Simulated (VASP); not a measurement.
# TaAs in VASP: notebook

The runs below take TaAs through single point, with PBE.

All numbers are computed with VASP 6.6.1; they aren't measurements. Logs are shortened: lines on timing, memory, paths and dates and some standing lists are left out, and cuts for length are marked.

### 1 The cell of the first run

Symmetry: Fm-3m, No. 225, cubic system. Conventional cell: a = 5.275 Å, b = 5.275 Å, c = 5.275 Å, α = 90.00°, β = 90.00°, γ = 90.00°. Ta (site symmetry m-3m) has 6 As at 2.64 Å within 3.5 Å. As (site symmetry m-3m) has 6 Ta at 2.64 Å within 3.5 Å.

### 2 Single point, PBE

File INCAR:

```
PREC = Accurate ; ENCUT = 500
EDIFF = 1E-6 ; ISMEAR = 0
SIGMA = 0.2 ; LREAL = False
LASPH = True ; NELM = 120
ALGO = Normal ; ISIF = 2
LWAVE = False ; LCHARG = False
GGA = PE ; NBANDS = 15
GGA_COMPAT = False
```

File KPOINTS:

```
Automatic mesh
0
Gamma
  6 6 6
```

File POSCAR:

```
TaAs
1.0
    0.0000000000      2.6374285718      2.6374285718
    2.6374285718      0.0000000000      2.6374285718
    2.6374285718      2.6374285718      0.0000000000
Ta As
1 1
Direct
    0.5000000000      0.5000000000      0.5000000000
    0.0000000000      0.0000000000      0.0000000000
```

Potentials or basis: VASP PAW PBE potentials, release 64 (Ta_pv, As).

The run is started by

```console
$ cat potpaw_PBE.64/Ta_pv/POTCAR potpaw_PBE.64/As/POTCAR > POTCAR
$ mpirun -np 1 vasp_std > vasp.out
```

OUTCAR:

```text
PREC = Accurate
   ENCUT = 500
   EDIFF = 1E-6
   ISMEAR = 0
   LREAL = False
   LASPH = True
   NELM = 120
   ISIF = 2
   GGA = PE

 ion  position               nearest neighbor table
   1  0.500  0.500  0.500-   2 2.64   2 2.64   2 2.64   2 2.64   2 2.64   2 2.64
   2  0.000  0.000  0.000-   1 2.64   1 2.64   1 2.64   1 2.64   1 2.64   1 2.64

  LATTYP: Found a face centered cubic cell.
 ALAT       =     5.2748571436

  Lattice vectors:

 A1 = (   0.0000000000,   2.6374285718,   2.6374285718)
 A2 = (   2.6374285718,   0.0000000000,   2.6374285718)
 A3 = (   2.6374285718,   2.6374285718,   0.0000000000)

Analysis of symmetry for initial positions (statically):
=====================================================================
 Subroutine PRICEL returns:
 Original cell was already a primitive cell.

 Routine SETGRP: Setting up the symmetry group for a
 face centered cubic supercell.

 Subroutine GETGRP returns: Found 48 space group operations
 (whereof 48 operations were pure point group operations)
 out of a pool of 48 trial point group operations.

The static configuration has the point symmetry O_h .

Analysis of symmetry for dynamics (positions and initial velocities):
=====================================================================
 Subroutine PRICEL returns:
 Original cell was already a primitive cell.

 Routine SETGRP: Setting up the symmetry group for a
 face centered cubic supercell.

 Subroutine GETGRP returns: Found 48 space group operations
 (whereof 48 operations were pure point group operations)
 out of a pool of 48 trial point group operations.

The dynamic configuration has the point symmetry O_h .

 Subroutine INISYM returns: Found 48 space group operations
 (whereof 48 operations are pure point group operations),
 and found     1 'primitive' translations

----------------------------------------------------------------------------------------

                                     Primitive cell

  volume of cell :      36.6921

  direct lattice vectors                    reciprocal lattice vectors
     0.000000000  2.637428572  2.637428572    -0.189578594  0.189578594  0.189578594
     2.637428572  0.000000000  2.637428572     0.189578594 -0.189578594  0.189578594
     2.637428572  2.637428572  0.000000000     0.189578594  0.189578594 -0.189578594

  length of vectors
     3.729887256  3.729887256  3.729887256     0.328359757  0.328359757  0.328359757

  position of ions in fractional coordinates (direct lattice)
     0.500000000  0.500000000  0.500000000
     0.000000000  0.000000000  0.000000000

  ion indices of the primitive-cell ions
   primitive index   ion index
                 1           1
                 2           2

----------------------------------------------------------------------------------------

 KPOINTS: Automatic mesh

Automatic generation of k-mesh.
 Grid dimensions read from file:
 generate k-points for:    6    6    6

 Generating k-lattice:

  Cartesian coordinates                     Fractional coordinates (reciprocal lattice)
    -0.031596432  0.031596432  0.031596432     0.166666667  0.000000000  0.000000000
     0.031596432 -0.031596432  0.031596432     0.000000000  0.166666667  0.000000000
     0.031596432  0.031596432 -0.031596432     0.000000000  0.000000000  0.166666667

  Length of vectors
     0.054726626  0.054726626  0.054726626

  Shift w.r.t. Gamma in fractional coordinates (k-lattice)
     0.000000000  0.000000000  0.000000000

 Subroutine IBZKPT returns following result:
 ===========================================

 Found     16 irreducible k-points:

 Following reciprocal coordinates:
            Coordinates               Weight
  0.000000  0.000000  0.000000      1.000000
  0.166667  0.000000  0.000000      8.000000
  0.333333  0.000000  0.000000      8.000000
  0.500000  0.000000  0.000000      4.000000
  0.166667  0.166667  0.000000      6.000000
  0.333333  0.166667  0.000000     24.000000
[... 8 lines left out ...]
 -0.333333  0.333333  0.166667     24.000000
 -0.333333  0.500000  0.166667     12.000000
   k-points           NKPTS =     16   k-points in BZ     NKDIM =     16   number of bands    NBANDS=     15
   number of dos      NEDOS =    301   number of ions     NIONS =      2
   total plane-waves  NPLWV =  21952
   dimension x,y,z NGX =    28 NGY =   28 NGZ =   28
   dimension x,y,z NGXF=    56 NGYF=   56 NGZF=   56
   ions per type =               1   1
   NGX,Y,Z   is equivalent  to a cutoff of  12.48, 12.48, 12.48 a.u.
   NGXF,Y,Z  is equivalent  to a cutoff of  24.96, 24.96, 24.96 a.u.
 SYSTEM =  unknown system
   PREC   = accura    normal or accurate (medium, high low for compatibility)
   ISTART =      0    job   : 0-new  1-cont  2-samecut
   ICHARG =      2    charge: 1-file 2-atom 10-const
   ISPIN  =      1    spin polarized calculation?
   LNONCOLLINEAR =      F non collinear calculations
   LSORBIT =      F    spin-orbit coupling
   LASPH  =      T    aspherical Exc in radial PAW
   ENCUT  =  500.0 eV  36.75 Ry    6.06 a.u.   6.80  6.80  6.80*2*pi/ulx,y,z
   NELM   =    120;   NELMIN=  2; NELMDL= -5     # of ELM steps
   EDIFF  = 0.1E-05   stopping-criterion for ELM
   LREAL  =      F    real-space projection
   EDIFFG = 0.1E-04   stopping-criterion for IOM
   NSW    =      0    number of steps for IOM
   IBRION =     -1    ionic relax: 0-MD 1-quasi-New 2-CG
   NFREE  =      0    steps in history (QN), initial steepest desc. (CG)
   ISIF   =      2    stress and relaxation
   ISYM   =      2    0-nonsym 1-usesym 2-fastsym
   POTIM  = 0.5000    time-step for ionic-motion
   TEBEG  =    0.0;   TEEND  =   0.0 temperature during run
   PSTRESS=    0.0 pullay stress
   NELECT =      16.0000    total number of electrons
   NUPDOWN=      -1.0000    fix difference up-down
   EMIN   =  10.00;   EMAX   =-10.00  energy-range for DOS
   EFERMI =   0.00;   METHOD = LEGACY
   ISMEAR =     0;   SIGMA  =   0.20  broadening in eV -4-tet -1-fermi 0-gaus
   EFERMI_NEDOS =   21; number of points for ismear=-14 and -15
   IALGO  =     38    algorithm
   IMIX   =      4    mixing-type and parameters
     AMIX     =   0.40;   BMIX     =  1.00
     AMIX_MAG =   1.60;   BMIX_MAG =  1.00
  volume/ion in A,a.u.               =      18.35       123.81
  Fermi-wavevector in a.u.,A,eV,Ry     =   1.241435  2.345973 20.968779  1.541162
  Thomas-Fermi vector in A             =   2.375833
   LORBIT       =      0    0 simple, 1 ext, 2 COOP (PROOUT), +10 PAW based schemes
   GGA     = PE    functional components
   LHFCALC =     F    Hartree Fock is set to
   AEXX    =    0.0000 exact exchange contribution
   IVDW    =     0    specifies the selected vdW correction
   LEPSILON=     F    determine dielectric tensor
   LRPA    =     F    only Hartree local field effects (RPA)
 non-spin polarized calculation
 Gauss-broadening in eV      SIGMA  =   0.20
  energy-cutoff  :      500.00
  volume of cell :       36.69
 maximum number of plane-waves:       941
   NGX = 13   NGY = 13   NGZ = 13

 number of electron      15.9999999 magnetization

 Free energy of the ion-electron system (eV)
  ---------------------------------------------------
  ext. energy  EPLUGINS =         0.00000000
  ---------------------------------------------------
  free energy    TOTEN  =       -16.40137965 eV

  energy without entropy =      -16.35556277  energy(sigma->0) =      -16.37847121

 E-fermi :   7.1392     XC(G=0): -11.6306

 val. band max:        7.1208210727   @ k =  -0.3333   0.3333   0.1667
 cond. band min:       7.1795748641   @ k =   0.3333   0.0000   0.0000
 fundamental gap:      0.0587537914
 Fermi energy:         7.1391653590

 k-point     1 :       0.0000    0.0000    0.0000
  band No.  band energies     occupation
      1     -28.4595      2.00000
      2     -28.4595      2.00000
      3     -28.4595      2.00000
      4      -7.0321      2.00000
      5       5.5598      2.00000
      6       5.5598      2.00000
      7       5.5598      2.00000
      8       6.2673      2.00000
      9       6.2673      2.00000
     10       6.7092      1.99764
     11       6.7092      1.99764
     12       6.7092      1.99764
     13      10.8132      0.00000
     14      14.5187      0.00000
     15      19.8745      0.00000

 k-point     2 :       0.1667    0.0000    0.0000
  band No.  band energies     occupation
      1     -28.4907      2.00000
      2     -28.4621      2.00000
      3     -28.4621      2.00000
      4      -6.5820      2.00000
      5       3.5654      2.00000
      6       4.2712      2.00000
      7       4.2712      2.00000
      8       6.0981      2.00000
      9       6.0981      2.00000
     10       6.8632      1.94902
     11       9.2100      0.00000
     12       9.2100      0.00000
     13      12.7784      0.00000
     14      15.2644      0.00000
     15      17.9699      0.00000

 k-point     3 :       0.3333    0.0000    0.0000
  band No.  band energies     occupation
      1     -28.5522      2.00000
      2     -28.4673      2.00000
      3     -28.4673      2.00000
      4      -5.4083      2.00000
      5       0.8119      2.00000
      6       2.9565      2.00000
      7       2.9565      2.00000
      8       7.1796      0.77508
      9       7.1796      0.77508
     10       7.4284      0.04081
     11      12.0009      0.00000
     12      12.1094      0.00000
     13      12.1094      0.00000
     14      15.6308      0.00000
     15      15.6308      0.00000

 k-point     4 :       0.5000    0.0000    0.0000
  band No.  band energies     occupation
      1     -28.5826      2.00000
      2     -28.4698      2.00000
      3     -28.4698      2.00000
      4      -4.4781      2.00000
      5      -0.6541      2.00000
      6       2.5069      2.00000
      7       2.5069      2.00000
      8       7.9705      0.00000
      9       7.9705      0.00000
     10       8.4325      0.00000
     11       9.9430      0.00000
     12      13.4302      0.00000
     13      13.4302      0.00000
     14      14.4444      0.00000
     15      14.4444      0.00000
[... 163 lines left out ...]
 k-point    14 :       0.5000    0.3333    0.1667
  band No.  band energies     occupation
      1     -28.5469      2.00000
      2     -28.5066      2.00000
      3     -28.4821      2.00000
      4      -5.0281      2.00000
      5       0.8749      2.00000
      6       2.7184      2.00000
      7       2.9923      2.00000
      8       6.4374      2.00000
      9       8.0958      0.00000
     10       8.2837      0.00000
     11       9.0560      0.00000
     12      11.3840      0.00000
     13      13.1673      0.00000
     14      15.2544      0.00000
     15      15.9622      0.00000

 k-point    15 :      -0.3333    0.3333    0.1667
  band No.  band energies     occupation
      1     -28.5520      2.00000
      2     -28.5184      2.00000
      3     -28.4894      2.00000
      4      -4.6761      2.00000
      5       0.7844      2.00000
      6       2.1914      2.00000
      7       2.7787      2.00000
      8       7.1208      1.10321
      9       7.5030      0.01010
     10       8.4167      0.00000
     11       9.7695      0.00000
     12      10.3157      0.00000
     13      13.8695      0.00000
     14      15.9667      0.00000
     15      16.7145      0.00000

 k-point    16 :      -0.3333    0.5000    0.1667
  band No.  band energies     occupation
      1     -28.5502      2.00000
      2     -28.5188      2.00000
      3     -28.5032      2.00000
      4      -4.8532      2.00000
      5       1.8354      2.00000
      6       2.5148      2.00000
      7       2.5243      2.00000
      8       6.5296      1.99998
      9       7.7769      0.00001
     10       8.3578      0.00000
     11       8.7583      0.00000
     12       9.6052      0.00000
     13      13.2209      0.00000
     14      16.9553      0.00000
     15      17.0405      0.00000

------------------------ aborting loop because EDIFF is reached ----------------------------------------

  FORCE on cell =-STRESS in cart. coord.  units (eV):
  Direction    XX          YY          ZZ          XY          YZ          ZX
  --------------------------------------------------------------------------------------
  -------------------------------------------------------------------------------------
  Total        0.0620021      0.0620021      0.0620021      0.0000000      0.0000000     -0.0000000
  in kB        2.7073540      2.7073540      2.7073540      0.0000000      0.0000000     -0.0000000
  external PRESSURE =       2.7073540 kB  Pullay stress =       0.0000000 kB

 VOLUME and BASIS-vectors are now :
 -----------------------------------------------------------------------------
  energy-cutoff  :      500.00
  volume of cell :       36.69
      direct lattice vectors                 reciprocal lattice vectors
     0.000000000  2.637428572  2.637428572    -0.189578594  0.189578594  0.189578594
     2.637428572  0.000000000  2.637428572     0.189578594 -0.189578594  0.189578594
     2.637428572  2.637428572  0.000000000     0.189578594  0.189578594 -0.189578594

 POSITION                                       TOTAL-FORCE (eV/Angst)
 -----------------------------------------------------------------------------------
      2.63743      2.63743      2.63743         0.000000      0.000000      0.000000
      0.00000      0.00000      0.00000        -0.000000     -0.000000     -0.000000
 -----------------------------------------------------------------------------------
    total drift:                                0.000000      0.000000      0.000000

  FREE ENERGIE OF THE ION-ELECTRON SYSTEM (eV)
  ---------------------------------------------------
  free  energy   TOTEN  =       -16.4013796459 eV

  energy  without entropy=      -16.3555627681  energy(sigma->0) =      -16.37847121
```

Wall time 9.9 s (1 thread of Intel Xeon 6975P-C, shared host); peak memory 0.16 GiB.

Results:

- Free energy: -16.4014 eV
- Pressure: 0.3 GPa
- Band gap on the k mesh: zero (band 8 reaches 7.97 eV, above the bottom of band 9 at 6.10 eV)

Caveat: spin-orbit coupling is left out, which moves the levels of the heavy elements.

### 3 Single point, PBE

This run uses another cell than the first one, of 18.25 Å³/atom, 0.995 times its volume.

File INCAR:

```
PREC = Accurate ; ENCUT = 500
EDIFF = 1E-6 ; ISMEAR = 0
SIGMA = 0.2 ; LREAL = False
LASPH = True ; NELM = 120
ALGO = Normal ; ISIF = 2
LWAVE = False ; LCHARG = True
GGA = PE ; LELF = True
LVHAR = True ; NBANDS = 15
GGA_COMPAT = False
```

File KPOINTS:

```
Automatic mesh
0
Gamma
  7 7 7
```

File POSCAR:

```
TaAs
1.0
    0.0000000000      2.6328174221      2.6328174221
    2.6328174221      0.0000000000      2.6328174221
    2.6328174221      2.6328174221      0.0000000000
Ta As
1 1
Direct
    0.0000000000      0.0000000000      0.0000000000
    0.5000000000      0.5000000000      0.5000000000
```

Potentials or basis: VASP PAW PBE potentials, release 64 (Ta_pv, As).

The run is started by

```console
$ cat potpaw_PBE.64/Ta_pv/POTCAR potpaw_PBE.64/As/POTCAR > POTCAR
$ mpirun -np 1 vasp_std > vasp.out
```

It took 8.2 s on 1 thread of Intel Xeon 6975P-C, shared host; peak memory 0.16 GiB.

It converged, with:

```yaml
Free_energy: -16.4452 eV
Pressure: 0.5 GPa
Band_gap_on_the_k_mesh: zero (band 8 reaches 7.86 eV, above the bottom of band 9 at 6.05 eV)
```

Levels at points of the mesh, in eV from the Fermi level:
```csv
k point,band 6,band 7,band 8,band 9,band 10,band 11
"(0.00, 0.00, 0.00)",-1.48,-1.48,-0.76,-0.76,-0.33,-0.33
```

Caveat: spin-orbit coupling is left out, which moves the levels of the heavy elements.

### 4 Single point, PBE

This run uses another cell than the first one, of 18.40 Å³/atom, 1.003 times its volume.

File INCAR:

```
PREC = Accurate ; ENCUT = 500
EDIFF = 1E-6 ; ISMEAR = 0
SIGMA = 0.2 ; LREAL = F
LASPH = T ; NELM = 120
ALGO = Normal ; ISIF = 2
LWAVE = F ; LCHARG = T
GGA = PE ; LELF = T
LVHAR = T ; NBANDS = 15
GGA_COMPAT = F
```

File KPOINTS:

```
regular mesh
0
Gamma
  6 6 6
```

File POSCAR:

```
TaAs
1.0
    1.8703090650      1.0798234405      3.0374072120
   -1.8703090650      1.0798234405      3.0374072120
    0.0000000000     -2.1596468859      3.0374072103
Ta As
1 1
Direct
    0.0000000000      0.0000000000      0.0000000000
    0.5000000000      0.5000000000      0.5000000000
```

The run is started by

```console
$ cat potpaw_PBE.64/Ta_pv/POTCAR potpaw_PBE.64/As/POTCAR > POTCAR
$ mpirun -np 1 vasp_std > vasp.out
```

It took 16 s on 1 thread of Intel Xeon 6975P-C, shared host; peak memory 0.17 GiB.

Results (log left out):

| Item | Value |
| --- | --- |
| Free energy | -16.4014 eV |
| Pressure | -0.2 GPa |
| Band gap on the k mesh | zero (band 8 reaches 7.95 eV, above the bottom of band 9 at 6.06 eV) |

Levels at points of the mesh, in eV from the Fermi level:
```tsv
k point	band 4	band 5	band 6	band 7	band 8	band 9	band 10	band 11	band 12	band 13
(0.00, 0.00, 0.00)	-14.15	-1.59	-1.59	-1.54	-0.87	-0.87	-0.45	-0.45	-0.40	3.64
(0.50, 0.00, 0.00)	-11.62	-7.78	-4.63	-4.59	0.80	0.84	1.28	2.81	6.26	6.32
(0.50, 0.50, 0.00)	-12.27	-5.45	-3.47	-2.47	-2.42	0.21	0.97	1.61	1.61	4.00
(0.50, 0.50, 0.50)	-11.59	-7.76	-4.65	-4.65	0.84	0.84	1.31	2.77	6.25	6.25
```

Caveat: spin-orbit coupling is left out, which moves the levels of the heavy elements.

### 5 Overview

```csv
cell,k mesh,gap on the mesh (eV),pressure (GPa)
"a = 3.730 Å, angles 60.0°, 2 atoms",6 × 6 × 6,none,0.3
"a = 3.723 Å, angles 60.0°, 2 atoms",7 × 7 × 7,none,0.5
"a = 3.727 Å, angles 60.2°, 2 atoms",6 × 6 × 6,none,-0.2
```

Alike in all rows: task single point; level PBE; potentials or basis VASP PAW PBE potentials, release 64 (Ta_pv, As); no spin polarisation; cutoff (eV) 500; smearing gaussian 0.2 eV.

Caveats: spin-orbit coupling is left out, which moves the levels of the heavy elements.

Absolute energies hang on the potentials; compare differences alone.
